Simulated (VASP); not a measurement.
# FeSi (P2_13) in VASP: single point with r2SCAN+rVV10

Aim: the single point of FeSi with r2SCAN+rVV10.

Program: VASP 6.6.1. These are calculated values, not measurements. Logs are shortened: lines on timing, memory, paths and dates and some standing lists are left out, and cuts for length are marked.

## (1) The cell of the first run

Symmetry: P2_13, No. 198, cubic system. Conventional cell: a = 4.402 Å, b = 4.402 Å, c = 4.402 Å, α = 90.00°, β = 90.00°, γ = 90.00°. Within 3.0 Å of Fe (site symmetry 3) lie 7 Si at 2.25 to 2.47 Å and 6 Fe at 2.70 Å. Within 3.0 Å of Si (site symmetry 3) lie 7 Fe at 2.25 to 2.47 Å and 6 Si at 2.73 Å.

## (2) Single point, r2SCAN+rVV10, collinear spin, ferromagnetic start

File POSCAR:

```
FeSi
1.0
    4.4022097900      0.0000000000      0.0000000000
    0.0000000000      4.4022097900      0.0000000000
    0.0000000000      0.0000000000      4.4022097900
Fe Si
4 4
Direct
    0.8630876900      0.6369123100      0.3630876900
    0.6369123100      0.3630876900      0.8630876900
    0.3630876900      0.8630876900      0.6369123100
    0.1369123100      0.1369123100      0.1369123100
    0.1586982700      0.3413017300      0.6586982700
    0.3413017300      0.6586982700      0.1586982700
    0.6586982700      0.1586982700      0.3413017300
    0.8413017300      0.8413017300      0.8413017300
```

File INCAR.step1:

```
  PREC = Accurate
  ENCUT = 660
  ISMEAR = 0
  SIGMA = 0.1
  LREAL = False
  LASPH = True
  NELM = 200
  ISPIN = 2
  MAGMOM = 3 3 3 3 0 0 0 0
  LMAXMIX = 4
  NBANDS = 38
  GGA = PE
  ALGO = Normal
  EDIFF = 1E-5
  LWAVE = True
  LCHARG = False
  GGA_COMPAT = False
```

File INCAR.step2:

```
  PREC = Accurate
  ENCUT = 660
  EDIFF = 1E-6
  ISMEAR = 0
  SIGMA = 0.1
  LREAL = False
  LASPH = True
  NELM = 200
  ALGO = Normal
  ISIF = 2
  LWAVE = False
  LCHARG = False
  ISPIN = 2
  MAGMOM = 3 3 3 3 0 0 0 0
  LORBIT = 11
  LMAXMIX = 4
  METAGGA = R2SCAN
  LMIXTAU = True
  LUSE_VDW = True
  IVDW_NL = 2
  BPARAM = 11.95
  CPARAM = 0.0093
  NBANDS = 38
  ISTART = 1
  GGA_COMPAT = False
```

File KPOINTS:

```
regular mesh
0
Gamma
  4 4 4
```

Potentials or basis: VASP PAW PBE potentials, release 64 (Fe, Si).

Started as:

```bash
$ cat potpaw_PBE.64/Fe/POTCAR potpaw_PBE.64/Si/POTCAR > POTCAR
$ cp INCAR.step1 INCAR
$ mpirun -np 1 vasp_std > vasp.out
$ cp INCAR.step2 INCAR
$ mpirun -np 1 vasp_std > vasp.out
```

OUTCAR:

```text
PREC = Accurate
   ENCUT = 660
   EDIFF = 1E-6
   ISMEAR = 0
   LREAL = False
   LASPH = True
   NELM = 200
   ISIF = 2
   ISPIN = 2
   LORBIT = 11
   METAGGA = R2SCAN
   IVDW_NL = 2
   BPARAM = 11.95
   ISTART = 1

 ion  position               nearest neighbor table
   1  0.863  0.637  0.363-   5 2.25   6 2.29   7 2.29   8 2.29   7 2.47   8 2.47   6 2.47   2 2.70
                             2 2.70   3 2.70   4 2.70   3 2.70   4 2.70
   2  0.637  0.363  0.863-   6 2.25   5 2.29   8 2.29   7 2.29   5 2.47   7 2.47   8 2.47   1 2.70
                             1 2.70   3 2.70   3 2.70   4 2.70   4 2.70
   3  0.363  0.863  0.637-   7 2.25   5 2.29   8 2.29   6 2.29   6 2.47   5 2.47   8 2.47   1 2.70
                             4 2.70   2 2.70   2 2.70   1 2.70   4 2.70
   4  0.137  0.137  0.137-   8 2.25   7 2.29   6 2.29   5 2.29   6 2.47   5 2.47   7 2.47   2 2.70
                             3 2.70   1 2.70   3 2.70   1 2.70   2 2.70
   5  0.159  0.341  0.659-   1 2.25   2 2.29   3 2.29   4 2.29   3 2.47   4 2.47   2 2.47   8 2.73
                             6 2.73   6 2.73   8 2.73   7 2.73   7 2.73
   6  0.341  0.659  0.159-   2 2.25   1 2.29   4 2.29   3 2.29   1 2.47   3 2.47   4 2.47   8 2.73
                             5 2.73   5 2.73   7 2.73   7 2.73   8 2.73
   7  0.659  0.159  0.341-   3 2.25   1 2.29   4 2.29   2 2.29   2 2.47   1 2.47   4 2.47   8 2.73
                             8 2.73   5 2.73   6 2.73   6 2.73   5 2.73
   8  0.841  0.841  0.841-   4 2.25   3 2.29   2 2.29   1 2.29   2 2.47   1 2.47   3 2.47   5 2.73
                             6 2.73   7 2.73   7 2.73   5 2.73   6 2.73

  LATTYP: Found a simple cubic cell.
 ALAT       =     4.4022097900

  Lattice vectors:

 A1 = (   4.4022097900,   0.0000000000,   0.0000000000)
 A2 = (   0.0000000000,   4.4022097900,   0.0000000000)
 A3 = (   0.0000000000,   0.0000000000,   4.4022097900)

Analysis of symmetry for initial positions (statically):
=====================================================================
 Subroutine PRICEL returns:
 Original cell was already a primitive cell.

 Routine SETGRP: Setting up the symmetry group for a
 simple cubic supercell.

 Subroutine GETGRP returns: Found 12 space group operations
 (whereof  3 operations were pure point group operations)
 out of a pool of 48 trial point group operations.

The static configuration has the point symmetry C_3 .
 The point group associated with its full space group is T   .

Analysis of symmetry for dynamics (positions and initial velocities):
=====================================================================
 Subroutine PRICEL returns:
 Original cell was already a primitive cell.

 Routine SETGRP: Setting up the symmetry group for a
 simple cubic supercell.

 Subroutine GETGRP returns: Found 12 space group operations
 (whereof  3 operations were pure point group operations)
 out of a pool of 48 trial point group operations.

The dynamic configuration has the point symmetry C_3 .
 The point group associated with its full space group is T   .

Analysis of structural, dynamic, and magnetic symmetry:
=====================================================================
 Subroutine PRICEL returns:
 Original cell was already a primitive cell.

 Routine SETGRP: Setting up the symmetry group for a
 simple cubic supercell.

 Subroutine GETGRP returns: Found 12 space group operations
 (whereof  3 operations were pure point group operations)
 out of a pool of 48 trial point group operations.

The overall configuration has the point symmetry C_3 .
 The point group associated with its full space group is T   .

 Subroutine INISYM returns: Found 12 space group operations
 (whereof  3 operations are pure point group operations),
 and found     1 'primitive' translations

----------------------------------------------------------------------------------------

                                     Primitive cell

  volume of cell :      85.3124

  direct lattice vectors                    reciprocal lattice vectors
     4.402209790  0.000000000  0.000000000     0.227158643  0.000000000  0.000000000
     0.000000000  4.402209790  0.000000000     0.000000000  0.227158643  0.000000000
     0.000000000  0.000000000  4.402209790     0.000000000  0.000000000  0.227158643

  length of vectors
     4.402209790  4.402209790  4.402209790     0.227158643  0.227158643  0.227158643

  position of ions in fractional coordinates (direct lattice)
     0.863087690  0.636912310  0.363087690
     0.636912310  0.363087690  0.863087690
     0.363087690  0.863087690  0.636912310
     0.136912310  0.136912310  0.136912310
     0.158698270  0.341301730  0.658698270
     0.341301730  0.658698270  0.158698270
     0.658698270  0.158698270  0.341301730
[... 68 lines left out ...]
   ENCUT  =  660.0 eV  48.51 Ry    6.96 a.u.   9.22  9.22  9.22*2*pi/ulx,y,z
   NELM   =    200;   NELMIN=  2; NELMDL=  0     # of ELM steps
   EDIFF  = 0.1E-05   stopping-criterion for ELM
   LREAL  =      F    real-space projection
   EDIFFG = 0.1E-04   stopping-criterion for IOM
   NSW    =      0    number of steps for IOM
   IBRION =     -1    ionic relax: 0-MD 1-quasi-New 2-CG
   NFREE  =      0    steps in history (QN), initial steepest desc. (CG)
   ISIF   =      2    stress and relaxation
   ISYM   =      2    0-nonsym 1-usesym 2-fastsym
   POTIM  = 0.5000    time-step for ionic-motion
   TEBEG  =    0.0;   TEEND  =   0.0 temperature during run
   PSTRESS=    0.0 pullay stress
   NELECT =      48.0000    total number of electrons
   NUPDOWN=      -1.0000    fix difference up-down
   EMIN   =  10.00;   EMAX   =-10.00  energy-range for DOS
   EFERMI =   0.00;   METHOD = LEGACY
   ISMEAR =     0;   SIGMA  =   0.10  broadening in eV -4-tet -1-fermi 0-gaus
   EFERMI_NEDOS =   21; number of points for ismear=-14 and -15
   IALGO  =     38    algorithm
   IMIX   =      4    mixing-type and parameters
     AMIX     =   0.40;   BMIX     =  1.00
     AMIX_MAG =   1.60;   BMIX_MAG =  1.00
  volume/ion in A,a.u.               =      10.66        71.96
  Fermi-wavevector in a.u.,A,eV,Ry     =   1.351506  2.553975 24.851957  1.826567
  Thomas-Fermi vector in A             =   2.478922
   LORBIT       =     11    0 simple, 1 ext, 2 COOP (PROOUT), +10 PAW based schemes
   METAGGA = R2SCAN    functional components
   LHFCALC =     F    Hartree Fock is set to
   AEXX    =    0.0000 exact exchange contribution
   IVDW_NL    =     2    kernel type
   BPARAM     =11.9500
   IVDW    =     0    specifies the selected vdW correction
   LEPSILON=     F    determine dielectric tensor
   LRPA    =     F    only Hartree local field effects (RPA)
 spin polarized calculation
 Gauss-broadening in eV      SIGMA  =   0.10
  energy-cutoff  :      660.00
  volume of cell :       85.31
 maximum number of plane-waves:      3328
 NGX is ok and might be reduce to    40
   NGX = 19   NGY = 19   NGZ = 19

 number of electron      48.0000014 magnetization       0.0000049

 number of electron      48.0000014 magnetization      -0.0000000

 Free energy of the ion-electron system (eV)
  ---------------------------------------------------
  ext. energy  EPLUGINS =         0.00000000
  ---------------------------------------------------
  free energy    TOTEN  =       -93.97697253 eV

  energy without entropy =      -93.97594337  energy(sigma->0) =      -93.97645795

 E-fermi :  10.1588     XC(G=0): -13.9976

 val. band max:        9.9930467813   @ k =   0.2500   0.0000   0.0000
 cond. band min:      10.3398064456   @ k =   0.2500   0.2500   0.0000
 fundamental gap:      0.3467596644
 Fermi energy:        10.1588198578

 spin component 1

 k-point     1 :       0.0000    0.0000    0.0000
  band No.  band energies     occupation
      1      -4.2074      1.00000
      2       1.5859      1.00000
      3       1.5859      1.00000
      4       1.5859      1.00000
      5       4.5238      1.00000
      6       4.5238      1.00000
[... 418 lines left out ...]
     35      16.7035      0.00000
     36      16.7035      0.00000
 Fermi energy:        10.1588198578

 spin component 2

 k-point     1 :       0.0000    0.0000    0.0000
  band No.  band energies     occupation
      1      -4.2074      1.00000
      2       1.5859      1.00000
      3       1.5859      1.00000
      4       1.5859      1.00000
      5       4.5238      1.00000
      6       4.5238      1.00000
[... 418 lines left out ...]
     35      16.7035      0.00000
     36      16.7035      0.00000
 [bands above 36 left out]

------------------------ aborting loop because EDIFF is reached ----------------------------------------

  FORCE on cell =-STRESS in cart. coord.  units (eV):
  Direction    XX          YY          ZZ          XY          YZ          ZX
  --------------------------------------------------------------------------------------
  -------------------------------------------------------------------------------------
  Total       -0.3216514     -0.3216514     -0.3216514     -0.0000000     -0.0000000      0.0000000
  in kB       -6.0406523     -6.0406523     -6.0406523     -0.0000000     -0.0000000      0.0000000
  external PRESSURE =      -6.0406523 kB  Pullay stress =       0.0000000 kB

 VOLUME and BASIS-vectors are now :
 -----------------------------------------------------------------------------
  energy-cutoff  :      660.00
  volume of cell :       85.31
      direct lattice vectors                 reciprocal lattice vectors
     4.402209790  0.000000000  0.000000000     0.227158643  0.000000000  0.000000000
     0.000000000  4.402209790  0.000000000     0.000000000  0.227158643  0.000000000
     0.000000000  0.000000000  4.402209790     0.000000000  0.000000000  0.227158643

 POSITION                                       TOTAL-FORCE (eV/Angst)
 -----------------------------------------------------------------------------------
      3.79949      2.80382      1.59839        -0.014133      0.014133     -0.014133
      2.80382      1.59839      3.79949         0.014133     -0.014133     -0.014133
      1.59839      3.79949      2.80382        -0.014133     -0.014133      0.014133
      0.60272      0.60272      0.60272         0.014133      0.014133      0.014133
      0.69862      1.50248      2.89973         0.008036     -0.008036      0.008036
      1.50248      2.89973      0.69862        -0.008036      0.008036      0.008036
      2.89973      0.69862      1.50248         0.008036      0.008036     -0.008036
      3.70359      3.70359      3.70359        -0.008036     -0.008036     -0.008036
 -----------------------------------------------------------------------------------
    total drift:                                0.000000     -0.000000     -0.000000

  FREE ENERGIE OF THE ION-ELECTRON SYSTEM (eV)
  ---------------------------------------------------
  free  energy   TOTEN  =       -93.9769725335 eV

  energy  without entropy=      -93.9759433659  energy(sigma->0) =      -93.97645795

 total charge

# of ion       s       p       d       tot
------------------------------------------
    1        0.463   0.709   6.591   7.762
    2        0.463   0.709   6.591   7.762
    3        0.463   0.709   6.591   7.762
    4        0.463   0.709   6.591   7.762
    5        0.724   0.927   0.000   1.651
    6        0.724   0.927   0.000   1.651
    7        0.724   0.927   0.000   1.651
    8        0.724   0.927   0.000   1.651
--------------------------------------------------
tot          4.746   6.544  26.363  37.653

 magnetization (x)

# of ion       s       p       d       tot
------------------------------------------
    1       -0.000   0.000  -0.000  -0.000
    2       -0.000   0.000  -0.000  -0.000
    3       -0.000   0.000  -0.000  -0.000
    4       -0.000   0.000  -0.000  -0.000
    5       -0.000  -0.000   0.000  -0.000
    6       -0.000  -0.000   0.000  -0.000
    7       -0.000  -0.000   0.000  -0.000
    8       -0.000  -0.000   0.000  -0.000
--------------------------------------------------
tot         -0.000   0.000  -0.000  -0.000
```

Run time: 14 min. Hardware: 1 thread of Oxide Virtual Turin-like, shared host; peak memory 0.56 GiB.

What came out:

* Free energy: -93.9770 eV
* Pressure: -0.6 GPa
* Largest force: 0.024 eV/Å
* Band gap on the k mesh: 0.35 eV (least direct gap 0.41 eV)
* Net moment: 0.00 μB per cell
* Valence electrons inside the program's atomic spheres: Fe 7.76; Si 1.65

Forces on the atoms (eV/Å):
```
Fe  -0.014  0.014 -0.014
Fe   0.014 -0.014 -0.014
Fe  -0.014 -0.014  0.014
Fe   0.014  0.014  0.014
Si   0.008 -0.008  0.008
Si  -0.008  0.008  0.008
Si   0.008  0.008 -0.008
Si  -0.008 -0.008 -0.008
```

Caveat: the moments typed at the start vanished in this run; the PAW data sets were made with another functional, which shifts forces and pressure a little.
